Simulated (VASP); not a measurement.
# Sn3GeO4 (I4mm) in VASP: a series of runs

Runs on Sn3GeO4. Level: PBE. Tasks: single point.

All numbers are computed with VASP 6.6.1; they aren't measurements. Logs are shortened: lines on timing, memory, paths and dates and some standing lists are left out, and cuts for length are marked.

**1. The cell of the first run**

Symmetry: I4mm, No. 107, tetragonal system. Conventional cell: a = 5.382 Å, b = 5.382 Å, c = 9.959 Å, α = 90.00°, β = 90.00°, γ = 90.00°. Within 3.0 Å of Sn (site symmetry 4mm) lie 4 O at 2.27 Å. Within 3.0 Å of Sn (site symmetry 2mm) lie 4 O at 2.24 Å. Within 2.8 Å of Ge (site symmetry 4mm) lie 4 O at 2.10 Å. O (site symmetry m) has 1 Ge at 2.10 Å and 3 Sn at 2.24 to 2.27 Å and 4 O at 2.64 to 2.74 Å within 2.8 Å.

**2. Single point, PBE**

INCAR

```
PREC = Accurate ; ENCUT = 520
EDIFF = 1E-6 ; ISMEAR = 0
SIGMA = 0.1 ; LREAL = False
LASPH = True ; NELM = 60
ALGO = Normal ; ISIF = 2
LWAVE = False ; LCHARG = False
GGA = PE ; NBANDS = 50
```

KPOINTS

```
Automatic mesh
0
Gamma
  4 4 4
```

POSCAR

```
Sn3GeO4
1.0
   -2.6911963000      2.6911963000      4.9794546000
    2.6911963000     -2.6911963000      4.9794546000
    2.6911963000      2.6911963000     -4.9794546000
Sn Ge O
3 1 4
Direct
    0.6285410000      0.6285410000      0.0000000000
    0.3662290000      0.8662290000      0.5000000000
    0.8662290000      0.3662290000      0.5000000000
    0.1496460000      0.1496460000      0.0000000000
    0.0021180000      0.0021180000      0.5095600000
    0.4925580000      0.4925580000      0.4904400000
    0.0021180000      0.4925580000      0.0000000000
    0.4925580000      0.0021180000      0.0000000000
```

Potentials or basis: VASP PAW PBE potentials, release 64 (Sn_d, Ge_d, O).

Launch:

```sh
> cat potpaw_PBE.64/Sn_d/POTCAR potpaw_PBE.64/Ge_d/POTCAR potpaw_PBE.64/O/POTCAR > POTCAR
> mpirun -np 1 vasp_std > vasp.out
```

OUTCAR:

```text
PREC = Accurate
   ENCUT = 520
   EDIFF = 1E-6
   ISMEAR = 0
   LREAL = False
   LASPH = True
   NELM = 60
   ISIF = 2
   GGA = PE

 ion  position               nearest neighbor table
   1  0.629  0.629  0.000-   5 2.27   7 2.27   8 2.27   6 2.27   2 3.58   2 3.58   3 3.58   3 3.58
                             3 3.75   2 3.75   2 3.75   3 3.75
   2  0.366  0.866  0.500-   5 2.24   6 2.24   8 2.24   7 2.24   1 3.58   1 3.58   1 3.75   1 3.75

   3  0.866  0.366  0.500-   5 2.24   6 2.24   7 2.24   8 2.24   1 3.58   1 3.58   1 3.75   1 3.75

   4  0.150  0.150  0.000-   5 2.10   6 2.10   7 2.10   8 2.10
   5  0.002  0.002  0.510-   4 2.10   3 2.24   2 2.24   1 2.27
   6  0.493  0.493  0.490-   4 2.10   3 2.24   2 2.24   1 2.27
   7  0.002  0.493  0.000-   4 2.10   2 2.24   3 2.24   1 2.27
   8  0.493  0.002  0.000-   4 2.10   3 2.24   2 2.24   1 2.27

  LATTYP: Found a body centered tetragonal cell.
 ALAT       =     5.3823926000
 C/A-ratio  =     1.8502755076

  Lattice vectors:

 A1 = (  -2.6911963000,   2.6911963000,   4.9794546000)
 A2 = (   2.6911963000,  -2.6911963000,   4.9794546000)
 A3 = (   2.6911963000,   2.6911963000,  -4.9794546000)

Analysis of symmetry for initial positions (statically):
=====================================================================
 Subroutine PRICEL returns:
 Original cell was already a primitive cell.

 Routine SETGRP: Setting up the symmetry group for a
 body centered tetragonal supercell.

 Subroutine GETGRP returns: Found  8 space group operations
 (whereof  8 operations were pure point group operations)
 out of a pool of 16 trial point group operations.

The static configuration has the point symmetry C_4v.

Analysis of symmetry for dynamics (positions and initial velocities):
=====================================================================
 Subroutine PRICEL returns:
 Original cell was already a primitive cell.

 Routine SETGRP: Setting up the symmetry group for a
 body centered tetragonal supercell.

 Subroutine GETGRP returns: Found  8 space group operations
 (whereof  8 operations were pure point group operations)
 out of a pool of 16 trial point group operations.

The dynamic configuration has the point symmetry C_4v.

 Subroutine INISYM returns: Found  8 space group operations
 (whereof  8 operations are pure point group operations),
 and found     1 'primitive' translations

----------------------------------------------------------------------------------------

                                     Primitive cell

  volume of cell :     144.2555

  direct lattice vectors                    reciprocal lattice vectors
    -2.691196300  2.691196300  4.979454600     0.000000000  0.185790981  0.100412603
     2.691196300 -2.691196300  4.979454600     0.185790981  0.000000000  0.100412603
     2.691196300  2.691196300 -4.979454600     0.185790981  0.185790981  0.000000000

  length of vectors
     6.267379290  6.267379290  6.267379290     0.211189440  0.211189440  0.262748125

  position of ions in fractional coordinates (direct lattice)
     0.628541000  0.628541000  0.000000000
     0.366229000  0.866229000  0.500000000
     0.866229000  0.366229000  0.500000000
     0.149646000  0.149646000  0.000000000
     0.002118000  0.002118000  0.509560000
     0.492558000  0.492558000  0.490440000
     0.002118000  0.492558000  0.000000000
     0.492558000  0.002118000  0.000000000

  ion indices of the primitive-cell ions
   primitive index   ion index
                 1           1
                 2           2
                 3           3
                 4           4
                 5           5
                 6           6
                 7           7
                 8           8

----------------------------------------------------------------------------------------

 KPOINTS: Automatic mesh

Automatic generation of k-mesh.
 Grid dimensions read from file:
 generate k-points for:    4    4    4

 Generating k-lattice:

  Cartesian coordinates                     Fractional coordinates (reciprocal lattice)
     0.000000000  0.046447745  0.025103151     0.250000000  0.000000000 -0.000000000
     0.046447745  0.000000000  0.025103151     0.000000000  0.250000000 -0.000000000
     0.046447745  0.046447745  0.000000000     0.000000000  0.000000000  0.250000000

  Length of vectors
     0.052797360  0.052797360  0.065687031

  Shift w.r.t. Gamma in fractional coordinates (k-lattice)
     0.000000000  0.000000000  0.000000000

 Subroutine IBZKPT returns following result:
 ===========================================

 Found     13 irreducible k-points:

 Following reciprocal coordinates:
            Coordinates               Weight
  0.000000  0.000000  0.000000      1.000000
  0.250000  0.000000 -0.000000      8.000000
  0.500000  0.000000 -0.000000      4.000000
  0.250000  0.250000 -0.000000      8.000000
  0.500000  0.250000  0.000000     16.000000
 -0.250000  0.250000  0.000000      4.000000
  0.500000  0.500000 -0.000000      2.000000
  0.250000  0.250000  0.250000      2.000000
 -0.250000  0.250000  0.250000      4.000000
  0.500000  0.500000  0.250000      4.000000
 -0.250000  0.500000  0.250000      8.000000
 -0.250000 -0.250000  0.250000      2.000000
  0.500000  0.500000  0.500000      1.000000
   k-points           NKPTS =     13   k-points in BZ     NKDIM =     13   number of bands    NBANDS=     50
   number of dos      NEDOS =    301   number of ions     NIONS =      8
   total plane-waves  NPLWV = 110592
   dimension x,y,z NGX =    48 NGY =   48 NGZ =   48
   dimension x,y,z NGXF=    96 NGYF=   96 NGZF=   96
   ions per type =               3   1   4
   NGX,Y,Z   is equivalent  to a cutoff of  12.73, 12.73, 12.73 a.u.
   NGXF,Y,Z  is equivalent  to a cutoff of  25.46, 25.46, 25.46 a.u.
 SYSTEM =  unknown system
   PREC   = accura    normal or accurate (medium, high low for compatibility)
   ISTART =      0    job   : 0-new  1-cont  2-samecut
   ICHARG =      2    charge: 1-file 2-atom 10-const
   ISPIN  =      1    spin polarized calculation?
   LNONCOLLINEAR =      F non collinear calculations
   LSORBIT =      F    spin-orbit coupling
   LASPH  =      T    aspherical Exc in radial PAW
   ENCUT  =  520.0 eV  38.22 Ry    6.18 a.u.  11.65 11.65 11.65*2*pi/ulx,y,z
   NELM   =     60;   NELMIN=  2; NELMDL= -5     # of ELM steps
   EDIFF  = 0.1E-05   stopping-criterion for ELM
   LREAL  =      F    real-space projection
   EDIFFG = 0.1E-04   stopping-criterion for IOM
   NSW    =      0    number of steps for IOM
   IBRION =     -1    ionic relax: 0-MD 1-quasi-New 2-CG
   NFREE  =      0    steps in history (QN), initial steepest desc. (CG)
   ISIF   =      2    stress and relaxation
   ISYM   =      2    0-nonsym 1-usesym 2-fastsym
   POTIM  = 0.5000    time-step for ionic-motion
   TEBEG  =    0.0;   TEEND  =   0.0 temperature during run
   PSTRESS=    0.0 pullay stress
   NELECT =      80.0000    total number of electrons
   NUPDOWN=      -1.0000    fix difference up-down
   EMIN   =  10.00;   EMAX   =-10.00  energy-range for DOS
   EFERMI =   0.00;   METHOD = LEGACY
   ISMEAR =     0;   SIGMA  =   0.10  broadening in eV -4-tet -1-fermi 0-gaus
   EFERMI_NEDOS =   21; number of points for ismear=-14 and -15
   IALGO  =     38    algorithm
   IMIX   =      4    mixing-type and parameters
     AMIX     =   0.40;   BMIX     =  1.00
     AMIX_MAG =   1.60;   BMIX_MAG =  1.00
  volume/ion in A,a.u.               =      18.03       121.69
  Fermi-wavevector in a.u.,A,eV,Ry     =   1.345016  2.541711 24.613850  1.809067
  Thomas-Fermi vector in A             =   2.472963
   LORBIT       =      0    0 simple, 1 ext, 2 COOP (PROOUT), +10 PAW based schemes
   GGA     = PE    functional components
   LHFCALC =     F    Hartree Fock is set to
   AEXX    =    0.0000 exact exchange contribution
   IVDW    =     0    specifies the selected vdW correction
   LEPSILON=     F    determine dielectric tensor
   LRPA    =     F    only Hartree local field effects (RPA)
 non-spin polarized calculation
 Gauss-broadening in eV      SIGMA  =   0.10
  energy-cutoff  :      520.00
  volume of cell :      144.26
 maximum number of plane-waves:      3906
 NGX is ok and might be reduce to    48

 number of electron      80.0000003 magnetization

 Free energy of the ion-electron system (eV)
  ---------------------------------------------------
  ext. energy  EPLUGINS =         0.00000000
  ---------------------------------------------------
  free energy    TOTEN  =       -45.65247945 eV

  energy without entropy =      -45.65247945  energy(sigma->0) =      -45.65247945

 E-fermi :   6.0231     XC(G=0):  -9.9067

 val. band max:        5.6354327234   @ k =   0.0000   0.0000   0.0000
 cond. band min:       6.4201928266   @ k =   0.5000   0.5000   0.5000
 fundamental gap:      0.7847601032
 Fermi energy:         6.0231001028

 k-point     1 :       0.0000    0.0000    0.0000
  band No.  band energies     occupation
      1     -18.9026      2.00000
      2     -18.8616      2.00000
      3     -18.8571      2.00000
      4     -18.8571      2.00000
      5     -18.8196      2.00000
      6     -15.8622      2.00000
[... 42 lines left out ...]
     49      11.2348      0.00000
     50      11.3618      0.00000

 k-point     2 :       0.2500    0.0000   -0.0000
  band No.  band energies     occupation
      1     -18.9028      2.00000
      2     -18.8616      2.00000
      3     -18.8573      2.00000
      4     -18.8570      2.00000
      5     -18.8196      2.00000
      6     -15.8534      2.00000
[... 42 lines left out ...]
     49      11.2495      0.00000
     50      11.5863      0.00000

 k-point     3 :       0.5000    0.0000   -0.0000
  band No.  band energies     occupation
      1     -18.9029      2.00000
      2     -18.8615      2.00000
      3     -18.8574      2.00000
      4     -18.8569      2.00000
      5     -18.8195      2.00000
      6     -15.8420      2.00000
[... 42 lines left out ...]
     49      11.8317      0.00000
     50      12.0507      0.00000

 k-point     4 :       0.2500    0.2500   -0.0000
  band No.  band energies     occupation
      1     -18.9030      2.00000
      2     -18.8616      2.00000
      3     -18.8572      2.00000
      4     -18.8572      2.00000
      5     -18.8195      2.00000
      6     -15.8514      2.00000
[... 416 lines left out ...]
 k-point    12 :      -0.2500   -0.2500    0.2500
  band No.  band energies     occupation
      1     -18.9026      2.00000
      2     -18.8616      2.00000
      3     -18.8571      2.00000
      4     -18.8571      2.00000
      5     -18.8197      2.00000
      6     -15.8576      2.00000
[... 42 lines left out ...]
     49      11.4706      0.00000
     50      11.4706      0.00000

 k-point    13 :       0.5000    0.5000    0.5000
  band No.  band energies     occupation
      1     -18.9025      2.00000
      2     -18.8617      2.00000
      3     -18.8571      2.00000
      4     -18.8571      2.00000
      5     -18.8197      2.00000
      6     -15.8528      2.00000
[... 42 lines left out ...]
     49      12.7601      0.00000
     50      12.7715      0.00000

------------------------ aborting loop because EDIFF is reached ----------------------------------------

  FORCE on cell =-STRESS in cart. coord.  units (eV):
  Direction    XX          YY          ZZ          XY          YZ          ZX
  --------------------------------------------------------------------------------------
  -------------------------------------------------------------------------------------
  Total        0.1823890      0.1823890      0.2313596      0.0000000     -0.0000000      0.0000000
  in kB        2.0257070      2.0257070      2.5695999      0.0000000     -0.0000000      0.0000000
  external PRESSURE =       2.2070047 kB  Pullay stress =       0.0000000 kB

 VOLUME and BASIS-vectors are now :
 -----------------------------------------------------------------------------
  energy-cutoff  :      520.00
  volume of cell :      144.26
      direct lattice vectors                 reciprocal lattice vectors
    -2.691196300  2.691196300  4.979454600     0.000000000  0.185790981  0.100412603
     2.691196300 -2.691196300  4.979454600     0.185790981  0.000000000  0.100412603
     2.691196300  2.691196300 -4.979454600     0.185790981  0.185790981  0.000000000

 POSITION                                       TOTAL-FORCE (eV/Angst)
 -----------------------------------------------------------------------------------
      0.00000      0.00000      6.25958        -0.000000     -0.000000     -0.071802
      2.69120     -0.00000      3.64724         0.000000      0.000000      0.074489
     -0.00000      2.69120      3.64724         0.000000      0.000000      0.074489
      0.00000      0.00000      1.49031         0.000000      0.000000     -0.069004
      1.37133      1.37133     -2.51624        -0.004159     -0.004159     -0.002043
      1.31987      1.31987      2.46322         0.004159      0.004159     -0.002043
      1.31987     -1.31987      2.46322         0.004159     -0.004159     -0.002043
     -1.31987      1.31987      2.46322        -0.004159      0.004159     -0.002043
 -----------------------------------------------------------------------------------
    total drift:                                0.000006      0.000006      0.000351

  FREE ENERGIE OF THE ION-ELECTRON SYSTEM (eV)
  ---------------------------------------------------
  free  energy   TOTEN  =       -45.6524794518 eV

  energy  without entropy=      -45.6524794513  energy(sigma->0) =      -45.65247945
```

Run time: 2.3 min. Hardware: 1 thread of Intel Xeon 6975P-C, shared host; peak memory 0.36 GiB.

Results:

```
Free energy            : -45.6525 eV
Pressure               : 0.2 GPa
Largest force          : 0.074 eV/Å
Band gap on the k mesh : 0.78 eV, indirect (least direct gap 2.08 eV)
```

Forces in eV/Å, atoms in the order of the input:
```
Sn   0.000  0.000 -0.072
Sn   0.000  0.000  0.074
Sn   0.000  0.000  0.074
Ge   0.000  0.000 -0.069
O   -0.004 -0.004 -0.002
O    0.004  0.004 -0.002
O    0.004 -0.004 -0.002
O   -0.004  0.004 -0.002
```

Caveat: spin-orbit coupling is left out, which moves the levels of the heavy elements.

**3. Single point, PBE**

This run uses another cell than the first one, of the same volume but with other edges.

INCAR

```
SYSTEM = Sn3GeO4
PREC = Accurate
ENCUT = 520
EDIFF = 1E-6
ISMEAR = 0
SIGMA = 0.1
LREAL = .False.
LASPH = .True.
NELM = 80
ALGO = Normal
ISIF = 2
LWAVE = .False.
LCHARG = .True.
GGA = PE
LELF = .True.
LVHAR = .True.
NBANDS = 50
```

KPOINTS

```
Automatic mesh
0
Gamma
  4 4 4
  0 0 0
```

POSCAR

```
Sn3GeO4
1.0
    5.3823926000      0.0000000000      0.0000000000
    0.0000000000      5.3823926000      0.0000000000
   -2.6911963000     -2.6911963000      4.9794546000
Sn Ge O
3 1 4
Direct
    0.6285410000      0.6285410000      0.2570820000
    0.8662290000      0.3662290000      0.7324580000
    0.3662290000      0.8662290000      0.7324580000
    0.1496460000      0.1496460000      0.2992920000
    0.0021180000      0.0021180000      0.4946760000
    0.4925580000      0.4925580000      0.4946760000
    0.4925580000      0.0021180000      0.4946760000
    0.0021180000      0.4925580000      0.4946760000
```

Potentials or basis: VASP PAW PBE potentials, release 64 (Sn_d, Ge_d, O).

Launch:

```sh
> cat potpaw_PBE.64/Sn_d/POTCAR potpaw_PBE.64/Ge_d/POTCAR potpaw_PBE.64/O/POTCAR > POTCAR
> mpirun -np 1 vasp_std > vasp.out
```

OUTCAR:

```text
SYSTEM = Sn3GeO4
   PREC = Accurate
   ENCUT = 520
   EDIFF = 1E-6
   ISMEAR = 0
   LREAL = .False.
   LASPH = .True.
   NELM = 80
   ISIF = 2
   GGA = PE

 ion  position               nearest neighbor table
   1  0.629  0.629  0.257-   6 2.27   7 2.27   8 2.27   5 2.27   3 3.58   2 3.58   2 3.58   3 3.58
                             2 3.75   3 3.75   3 3.75   2 3.75
   2  0.866  0.366  0.732-   7 2.24   6 2.24   5 2.24   8 2.24   1 3.58   1 3.58   1 3.75   1 3.75

   3  0.366  0.866  0.732-   8 2.24   6 2.24   5 2.24   7 2.24   1 3.58   1 3.58   1 3.75   1 3.75

[... 892 lines left out ...]
  Total        0.1833946      0.1833946      0.2331611      0.0000000      0.0000000      0.0000000
  in kB        2.0368764      2.0368764      2.5896087      0.0000000      0.0000000      0.0000000
  external PRESSURE =       2.2211205 kB  Pullay stress =       0.0000000 kB

 VOLUME and BASIS-vectors are now :
 -----------------------------------------------------------------------------
  energy-cutoff  :      520.00
  volume of cell :      144.26
      direct lattice vectors                 reciprocal lattice vectors
     5.382392600  0.000000000  0.000000000     0.185790981  0.000000000  0.100412603
     0.000000000  5.382392600  0.000000000     0.000000000  0.185790981  0.100412603
    -2.691196300 -2.691196300  4.979454600     0.000000000  0.000000000  0.200825207

 POSITION                                       TOTAL-FORCE (eV/Angst)
 -----------------------------------------------------------------------------------
      2.69120      2.69120      1.28013         0.000000      0.000000     -0.071926
      2.69120     -0.00000      3.64724         0.000000     -0.000000      0.074476
     -0.00000      2.69120      3.64724        -0.000000      0.000000      0.074476
     -0.00000     -0.00000      1.49031         0.000000      0.000000     -0.068809
     -1.31987     -1.31987      2.46322        -0.004171     -0.004171     -0.002054
      1.31987      1.31987      2.46322         0.004171      0.004171     -0.002054
      1.31987     -1.31987      2.46322         0.004171     -0.004171     -0.002054
     -1.31987      1.31987      2.46322        -0.004171      0.004171     -0.002054
 -----------------------------------------------------------------------------------
    total drift:                               -0.000035     -0.000035     -0.001980

  FREE ENERGIE OF THE ION-ELECTRON SYSTEM (eV)
  ---------------------------------------------------
  free  energy   TOTEN  =       -45.6524672142 eV

  energy  without entropy=      -45.6524672137  energy(sigma->0) =      -45.65246721
```

stdout:

```text
POSCAR found type information on POSCAR SnGeO
 POSCAR found :  3 types and       8 ions
 scaLAPACK will be used
 LDA part: xc-table for (Slater+PW92), standard interpolation
 POSCAR, INCAR and KPOINTS ok, starting setup
 FFT: planning ... GRIDC
 FFT: planning ... GRID_SOFT
 FFT: planning ... GRID
 WAVECAR not read
 entering main loop
```

It took 1.9 min on 1 thread of Intel Xeon 6975P-C, shared host; peak memory 0.31 GiB.

What came out:

- Free energy: -45.6525 eV
- Pressure: 0.2 GPa
- Largest force: 0.074 eV/Å
- Band gap on the k mesh: 0.78 eV, indirect (least direct gap 2.08 eV)

Forces on the atoms (eV/Å):
```
Sn   0.000  0.000 -0.072
Sn   0.000  0.000  0.074
Sn   0.000  0.000  0.074
Ge   0.000  0.000 -0.069
O   -0.004 -0.004 -0.002
O    0.004  0.004 -0.002
O    0.004 -0.004 -0.002
O   -0.004  0.004 -0.002
```

Caveat: spin-orbit coupling is left out, which moves the levels of the heavy elements.
